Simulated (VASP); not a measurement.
# WC (Imm2) in VASP: further runs

WC is run at these levels: PBEsol; tasks: single point.

Everything below comes from runs of VASP 6.6.1. Logs are shortened: lines on timing, memory, paths and dates and some standing lists are left out, and cuts for length are marked.

### 1 The cell of the first run

It takes space group Imm2 (No. 44, orthorhombic). Conventional cell: a = 3.101 Å, b = 4.385 Å, c = 3.101 Å, α = 90.00°, β = 90.00°, γ = 90.00°. W (site symmetry mm2) has 6 C at 2.07 to 2.32 Å within 2.7 Å. Within 2.7 Å of C (site symmetry mm2) lie 6 W at 2.07 to 2.32 Å.

### 2 Single point, PBEsol

Contents of INCAR:

```
PREC = Accurate ; ENCUT = 910
EDIFF = 1E-6 ; ISMEAR = 0
SIGMA = 0.15 ; LREAL = False
LASPH = True ; NELM = 120
ALGO = Normal ; ISIF = 2
LWAVE = False ; LCHARG = True
GGA = PS ; LELF = True
LVHAR = True ; NBANDS = 16
GGA_COMPAT = False
```

Contents of KPOINTS:

```
regular mesh
0
Gamma
  18 18 18
```

Contents of POSCAR:

```
WC
1.0
    0.0000000000      2.1926840000      2.1926840000
    2.1926840000      0.0000000000      2.1926840000
    2.1926840000      2.1926840000      0.0000000000
W C
1 1
Direct
   -0.0564348017      0.0000000000      0.0000000000
    0.5000000000      0.5000000000      0.5000000000
```

Potentials or basis: VASP PAW PBE potentials, release 64 (W_sv, C_h).

Command:

```sh
$ cat potpaw_PBE.64/W_sv/POTCAR potpaw_PBE.64/C_h/POTCAR > POTCAR
$ mpirun -np 1 vasp_std > vasp.out
```

OUTCAR:

```text
PREC = Accurate
   ENCUT = 910
   EDIFF = 1E-6
   ISMEAR = 0
   LREAL = False
   LASPH = True
   NELM = 120
   ISIF = 2
   GGA = PS

 ion  position               nearest neighbor table
   1  0.944  0.000  0.000-   2 2.07   2 2.07   2 2.20   2 2.20   2 2.32   2 2.32
   2  0.500  0.500  0.500-   1 2.07   1 2.07   1 2.20   1 2.20   1 2.32   1 2.32

  LATTYP: Found a face centered cubic cell.
 ALAT       =     4.3853680000

  Lattice vectors:

 A1 = (   0.0000000000,   2.1926840000,   2.1926840000)
 A2 = (   2.1926840000,   0.0000000000,   2.1926840000)
 A3 = (   2.1926840000,   2.1926840000,   0.0000000000)

Analysis of symmetry for initial positions (statically):
=====================================================================
 Subroutine PRICEL returns:
 Original cell was already a primitive cell.

 Routine SETGRP: Setting up the symmetry group for a
 face centered cubic supercell.

 Subroutine GETGRP returns: Found  4 space group operations
 (whereof  4 operations were pure point group operations)
 out of a pool of 48 trial point group operations.

The static configuration has the point symmetry C_2v.

Analysis of symmetry for dynamics (positions and initial velocities):
=====================================================================
 Subroutine PRICEL returns:
 Original cell was already a primitive cell.

 Routine SETGRP: Setting up the symmetry group for a
 face centered cubic supercell.

 Subroutine GETGRP returns: Found  4 space group operations
 (whereof  4 operations were pure point group operations)
 out of a pool of 48 trial point group operations.

The dynamic configuration has the point symmetry C_2v.

 Subroutine INISYM returns: Found  4 space group operations
 (whereof  4 operations are pure point group operations),
 and found     1 'primitive' translations

----------------------------------------------------------------------------------------

                                     Primitive cell

  volume of cell :      21.0842

  direct lattice vectors                    reciprocal lattice vectors
     0.000000000  2.192684000  2.192684000    -0.228031034  0.228031034  0.228031034
     2.192684000  0.000000000  2.192684000     0.228031034 -0.228031034  0.228031034
     2.192684000  2.192684000  0.000000000     0.228031034  0.228031034 -0.228031034

  length of vectors
[... 75 lines left out ...]
   ICHARG =      2    charge: 1-file 2-atom 10-const
   ISPIN  =      1    spin polarized calculation?
   LNONCOLLINEAR =      F non collinear calculations
   LSORBIT =      F    spin-orbit coupling
   LASPH  =      T    aspherical Exc in radial PAW
   ENCUT  =  910.0 eV  66.88 Ry    8.18 a.u.   7.63  7.63  7.63*2*pi/ulx,y,z
   NELM   =    120;   NELMIN=  2; NELMDL= -5     # of ELM steps
   EDIFF  = 0.1E-05   stopping-criterion for ELM
   LREAL  =      F    real-space projection
   EDIFFG = 0.1E-04   stopping-criterion for IOM
   NSW    =      0    number of steps for IOM
   IBRION =     -1    ionic relax: 0-MD 1-quasi-New 2-CG
   NFREE  =      0    steps in history (QN), initial steepest desc. (CG)
   ISIF   =      2    stress and relaxation
   ISYM   =      2    0-nonsym 1-usesym 2-fastsym
   POTIM  = 0.5000    time-step for ionic-motion
   TEBEG  =    0.0;   TEEND  =   0.0 temperature during run
   PSTRESS=    0.0 pullay stress
   NELECT =      18.0000    total number of electrons
   NUPDOWN=      -1.0000    fix difference up-down
   EMIN   =  10.00;   EMAX   =-10.00  energy-range for DOS
   EFERMI =   0.00;   METHOD = LEGACY
   ISMEAR =     0;   SIGMA  =   0.15  broadening in eV -4-tet -1-fermi 0-gaus
   EFERMI_NEDOS =   21; number of points for ismear=-14 and -15
   IALGO  =     38    algorithm
   IMIX   =      4    mixing-type and parameters
     AMIX     =   0.40;   BMIX     =  1.00
     AMIX_MAG =   1.60;   BMIX_MAG =  1.00
  volume/ion in A,a.u.               =      10.54        71.14
  Fermi-wavevector in a.u.,A,eV,Ry     =   1.553029  2.934800 32.815887  2.411900
  Thomas-Fermi vector in A             =   2.657319
   LORBIT       =      0    0 simple, 1 ext, 2 COOP (PROOUT), +10 PAW based schemes
   GGA     = PS    functional components
   LHFCALC =     F    Hartree Fock is set to
   AEXX    =    0.0000 exact exchange contribution
   IVDW    =     0    specifies the selected vdW correction
   LEPSILON=     F    determine dielectric tensor
   LRPA    =     F    only Hartree local field effects (RPA)
 non-spin polarized calculation
 Gauss-broadening in eV      SIGMA  =   0.15
  energy-cutoff  :      910.00
  volume of cell :       21.08
 maximum number of plane-waves:      1363
   NGX = 15   NGY = 15   NGZ = 15

 number of electron      18.0000000 magnetization

 Free energy of the ion-electron system (eV)
  ---------------------------------------------------
  ext. energy  EPLUGINS =         0.00000000
  ---------------------------------------------------
  free energy    TOTEN  =       -22.89019592 eV

  energy without entropy =      -22.87915048  energy(sigma->0) =      -22.88467320

 E-fermi :  12.4932     XC(G=0): -13.8665

 val. band max:       12.4927984879   @ k =   0.1667  -0.3333   0.3333
 cond. band min:      12.4937150083   @ k =   0.2778  -0.2222  -0.3889
 fundamental gap:      0.0009165204
 Fermi energy:        12.4931661406

 k-point     1 :       0.0000    0.0000    0.0000
  band No.  band energies     occupation
      1     -62.7621      2.00000
      2     -26.7810      2.00000
      3     -26.7759      2.00000
      4     -26.7607      2.00000
      5      -3.1890      2.00000
      6       9.1264      2.00000
[... 433 lines left out ...]
      3     -26.7882      2.00000
      4     -26.7749      2.00000
      5      -2.8727      2.00000
      6       8.2272      2.00000
[... 8 lines left out ...]
     15      22.8456      0.00000
     16      32.9125      0.00000

 [... further k-points ...]
[... 5 lines left out ...]
  --------------------------------------------------------------------------------------
  -------------------------------------------------------------------------------------
  Total       -1.2648019     -0.2336689     -0.2336689      0.0000000     -0.1309814      0.0000000
  in kB      -96.1114106    -17.7563345    -17.7563345      0.0000000     -9.9531846      0.0000000
  external PRESSURE =     -43.8746932 kB  Pullay stress =       0.0000000 kB

 VOLUME and BASIS-vectors are now :
 -----------------------------------------------------------------------------
  energy-cutoff  :      910.00
  volume of cell :       21.08
      direct lattice vectors                 reciprocal lattice vectors
     0.000000000  2.192684000  2.192684000    -0.228031034  0.228031034  0.228031034
     2.192684000  0.000000000  2.192684000     0.228031034 -0.228031034  0.228031034
     2.192684000  2.192684000  0.000000000     0.228031034  0.228031034 -0.228031034

 POSITION                                       TOTAL-FORCE (eV/Angst)
 -----------------------------------------------------------------------------------
      0.00000      2.06894      2.06894         0.000000      0.933688      0.933688
      2.19268      2.19268      2.19268         0.000000     -0.933688     -0.933688
 -----------------------------------------------------------------------------------
    total drift:                                0.000000     -0.000049     -0.000049

  FREE ENERGIE OF THE ION-ELECTRON SYSTEM (eV)
  ---------------------------------------------------
  free  energy   TOTEN  =       -22.8901959204 eV

  energy  without entropy=      -22.8791504804  energy(sigma->0) =      -22.88467320
```

Run time: 2.6 min. Hardware: 1 thread of Intel Xeon 6975P-C (Granite Rapids), shared host; peak memory 0.73 GiB.

What came out:

```yaml
Free_energy: -22.8902 eV
Pressure: -4.4 GPa
Largest_force: 1.320 eV/Å
Band_gap_on_the_k_mesh: zero (bands 9 and 10 overlap by 3.12 eV)
```

Forces on the atoms (eV/Å):
```
W    0.000  0.934  0.934
C    0.000 -0.934 -0.934
```

Stress tensor (GPa, compression positive):
```
-9.61  0.00  0.00
 0.00 -1.78 -1.00
 0.00 -1.00 -1.78
```

Levels at points of the mesh, in eV from the Fermi level:
```tsv
k point	band 5	band 6	band 7	band 8	band 9	band 10	band 11	band 12	band 13	band 14
(0.00, 0.00, 0.00)	-15.68	-3.37	-3.26	-2.69	-2.41	-1.32	-0.22	0.41	0.75	6.48
(0.50, 0.00, 0.00)	-11.26	-9.54	-6.55	-6.46	1.08	1.17	2.45	4.84	8.78	8.95
(0.00, 0.50, 0.00)	-11.10	-9.71	-6.43	-6.28	1.07	1.07	2.37	4.41	8.22	8.87
(0.50, 0.50, 0.00)	-13.41	-5.93	-5.47	-2.54	-2.11	1.15	2.34	2.36	5.14	7.21
(0.00, 0.50, 0.50)	-13.42	-6.13	-5.52	-2.72	-1.80	1.32	2.36	2.36	5.58	7.00
```

Caveat: the cell differs from its parent crystal (all W atoms moved +0.175 Å, as atom 1 towards its neighbour atom 1 (W) at 3.101 Å); the cutoff is under 1.25 times the usual one of these potentials, so pressure, stress and relaxed cells hold a basis-set (Pulay) error; the cell stands under tension; the PAW data sets were made with another functional, which shifts forces and pressure a little; spin-orbit coupling is left out, which moves the levels of the heavy elements.

(Continued in part 2 of 2.)
